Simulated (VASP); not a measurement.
# Co (I4/mmm) in VASP: a series of runs, part 2 of 2

VASP 6.6.1.

## (3) Relaxation of cell and atoms, PBEsol, collinear spin, ferromagnetic start

This run uses another cell than the first one, of 11.28 Å³/atom, 0.996 times its volume.

INCAR reads:

```
SYSTEM = Co
  PREC = Accurate
  ENCUT = 600
  EDIFF = 1E-7
  ISMEAR = 0
  SIGMA = 0.1
  LREAL = .False.
  LASPH = .True.
  NELM = 150
  ALGO = Normal
  ISIF = 3
  LWAVE = .False.
  LCHARG = .False.
  ISPIN = 2
  MAGMOM = 1.61 1.61
  LORBIT = 11
  LMAXMIX = 4
  GGA = PS
  IBRION = 2
  NSW = 90
  EDIFFG = -0.04
```

KPOINTS reads:

```
Automatic mesh
0
Gamma
  10 10 10
  0 0 0
```

POSCAR reads:

```
Co
1.0
   -1.2029502180      1.2029502180      3.8972337836
    1.2029502180     -1.2029502180      3.8972337836
    1.2029502180      1.2029502180     -3.8972337836
Co
2
Direct
    0.8582932569      0.8582932569      0.0000000000
    0.1417067431      0.1417067431      0.0000000000
```

Potentials or basis: VASP PAW PBE potentials, release 64 (Co).

Launch:

```
> cat potpaw_PBE.64/Co/POTCAR > POTCAR
> mpirun -np 1 vasp_std > vasp.out
```

OUTCAR:

```text
SYSTEM = Co
   PREC = Accurate
   ENCUT = 600
   EDIFF = 1E-7
   ISMEAR = 0
   LREAL = .False.
   LASPH = .True.
   NELM = 150
   ISIF = 3
   ISPIN = 2
   LORBIT = 11
   GGA = PS
   IBRION = 2
   NSW = 90
   EDIFFG = -0.04

 ion  position               nearest neighbor table
   1  0.858  0.858  0.000-   2 2.21   2 2.40   2 2.40   2 2.40   2 2.40
   2  0.142  0.142  0.000-   1 2.21   1 2.40   1 2.40   1 2.40   1 2.40

  LATTYP: Found a body centered tetragonal cell.
 ALAT       =     2.4059004360
 C/A-ratio  =     3.2397298951

  Lattice vectors:

 A1 = (  -1.2029502180,   1.2029502180,   3.8972337836)
 A2 = (   1.2029502180,  -1.2029502180,   3.8972337836)
 A3 = (   1.2029502180,   1.2029502180,  -3.8972337836)

Analysis of symmetry for initial positions (statically):
=====================================================================
 Subroutine PRICEL returns:
 Original cell was already a primitive cell.

 Routine SETGRP: Setting up the symmetry group for a
 body centered tetragonal supercell.

 Subroutine GETGRP returns: Found 16 space group operations
 (whereof 16 operations were pure point group operations)
 out of a pool of 16 trial point group operations.

The static configuration has the point symmetry D_4h.

Analysis of symmetry for dynamics (positions and initial velocities):
=====================================================================
 Subroutine PRICEL returns:
 Original cell was already a primitive cell.

 Routine SETGRP: Setting up the symmetry group for a
 body centered tetragonal supercell.

 Subroutine GETGRP returns: Found 16 space group operations
 (whereof 16 operations were pure point group operations)
 out of a pool of 16 trial point group operations.

The dynamic configuration has the point symmetry D_4h.

Analysis of structural, dynamic, and magnetic symmetry:
=====================================================================
 Subroutine PRICEL returns:
 Original cell was already a primitive cell.

 Routine SETGRP: Setting up the symmetry group for a
 body centered tetragonal supercell.

 Subroutine GETGRP returns: Found 16 space group operations
[... 627 lines left out ...]
      4       5.8732      1.00000
      5       6.9842      1.00000
      6       7.3733      1.00000
      7       7.8036      1.00000
      8       8.3812      1.00000
      9       8.9152      1.00000
     10       9.3019      0.99740
     11      11.5256      0.00000
     12      14.3015      0.00000
     13      15.2715      0.00000
     14      21.7938      0.00000
     15      22.6169      0.00000

 [... further k-points ...]

 spin component 2

 k-point     1 :       0.0000    0.0000    0.0000
  band No.  band energies     occupation
      1       0.9204      1.00000
      2       5.9025      1.00000
      3       6.6223      1.00000
      4       7.5596      1.00000
      5       7.8247      1.00000
      6       9.4493      0.76104
      7       9.4493      0.76104
      8       9.9843      0.00000
      9       9.9843      0.00000
     10      10.2284      0.00000
     11      10.8365      0.00000
     12      10.8518      0.00000
     13      17.4312      0.00000
     14      29.7559      0.00000
[... 403 lines left out ...]
      4       7.1415      1.00000
      5       8.2847      1.00000
      6       8.7597      1.00000
      7       9.1216      1.00000
      8       9.8756      0.00000
      9      10.5828      0.00000
     10      10.8952      0.00000
     11      12.5287      0.00000
     12      14.9955      0.00000
     13      15.9001      0.00000
     14      22.2954      0.00000
     15      23.1059      0.00000

 [... further k-points ...]
[... 5 lines left out ...]
  --------------------------------------------------------------------------------------
  -------------------------------------------------------------------------------------
  Total       -0.0205736     -0.0205736      0.0327103      0.0000000     -0.0000000      0.0000000
  in kB       -1.4620029     -1.4620029      2.3244677      0.0000000     -0.0000000      0.0000000
  external PRESSURE =      -0.1998460 kB  Pullay stress =       0.0000000 kB

 VOLUME and BASIS-vectors are now :
 -----------------------------------------------------------------------------
  energy-cutoff  :      600.00
  volume of cell :       22.55
      direct lattice vectors                 reciprocal lattice vectors
    -1.202851199  1.202851199  3.895721741     0.000000000  0.415679014  0.128345922
     1.202851199 -1.202851199  3.895721741     0.415679014  0.000000000  0.128345922
     1.202851199  1.202851199 -3.895721741     0.415679014  0.415679014  0.000000000

 POSITION                                       TOTAL-FORCE (eV/Angst)
 -----------------------------------------------------------------------------------
      1.20285      1.20285      2.79415         0.000000      0.000000     -0.007928
      0.00000      0.00000      1.10157        -0.000000     -0.000000      0.007928
 -----------------------------------------------------------------------------------
    total drift:                                0.000000      0.000000     -0.000000

  FREE ENERGIE OF THE ION-ELECTRON SYSTEM (eV)
  ---------------------------------------------------
  free  energy   TOTEN  =       -14.5555983869 eV

  energy  without entropy=      -14.5448314461  energy(sigma->0) =      -14.55021492

 reached required accuracy - stopping structural energy minimisation

 total charge

# of ion       s       p       d       tot
------------------------------------------
    1        0.514   0.510   7.326   8.349
    2        0.514   0.510   7.326   8.349
--------------------------------------------------
tot          1.028   1.020  14.651  16.698

 magnetization (x)

# of ion       s       p       d       tot
------------------------------------------
    1       -0.012  -0.030   1.535   1.493
    2       -0.012  -0.030   1.535   1.493
--------------------------------------------------
tot         -0.023  -0.060   3.070   2.987
```

OSZICAR:

```text
N       E                     dE             d eps       ncg     rms          rms(c)
DAV:   1     0.862598082845E+02    0.86260E+02   -0.90454E+03  6168   0.174E+03
DAV:   2    -0.142578854114E+02   -0.10052E+03   -0.92874E+02  6141   0.270E+02
[... 15 lines left out ...]
       N       E                     dE             d eps       ncg     rms          rms(c)
DAV:   1    -0.145555081047E+02   -0.20063E-04   -0.53138E-02  6204   0.169E+00    0.112E-01
DAV:   2    -0.145555938152E+02   -0.85711E-04   -0.12062E-03  8142   0.429E-01    0.550E-02
DAV:   3    -0.145556037540E+02   -0.99388E-05   -0.68653E-05  7191   0.124E-01    0.215E-02
DAV:   4    -0.145556002208E+02    0.35332E-05   -0.25581E-06  7243   0.170E-02    0.115E-02
DAV:   5    -0.145555984175E+02    0.18033E-05   -0.14289E-06  7926   0.110E-02    0.222E-03
DAV:   6    -0.145555983869E+02    0.30537E-07   -0.76891E-08  3568   0.425E-03
   2 F= -.14555598E+02 E0= -.14550215E+02  d E =-.110360E-03  mag=     2.9868
```

It took 9.5 min on 1 thread of AMD EPYC 9755, shared host; peak memory 0.25 GiB.

Results:

* Free energy: -14.5556 eV
* Relaxed volume: 11.27 Å³/atom
* Relaxed cell: a = 4.251 Å, b = 4.251 Å, c = 4.251 Å, α = 147.13°, β = 147.13°, γ = 47.18°
* Space group after relaxing (to 0.05 Å): I4/mmm (No. 139)
* Energy gained by relaxing: 0.1 meV/atom
* Ionic steps: 2
* Pressure after relaxing: 0.0 GPa
* Largest force after relaxing: 0.008 eV/Å
* Net moment: 2.99 μB per cell
* Site moments: Co +1.49 μB
* Valence electrons inside the program's atomic spheres: Co 8.35

Forces in eV/Å, atoms in the order of the input:
```
Co   0.000  0.000 -0.008
Co   0.000  0.000  0.008
```

Step by step:
| step | energy change (eV) | largest force (eV/Å) | pressure (GPa) | volume (Å³) |
| --- | --- | --- | --- | --- |
| 1 | 0.0000 | 0.0524 | -0.05 | 22.56 |
| 2 | -0.0001 | 0.0079 | -0.02 | 22.55 |

Final structure:
```
CELL_PARAMETERS angstrom
-1.20285 1.20285 3.89572
1.20285 -1.20285 3.89572
1.20285 1.20285 -3.89572
ATOMIC_POSITIONS crystal
Co 0.85862 0.85862 0.00000
Co 0.14138 0.14138 0.00000
```

Caveat: the k points lie up to 0.37 Å⁻¹ apart in the final cell; the PAW data sets were made with another functional, which shifts forces and pressure a little.
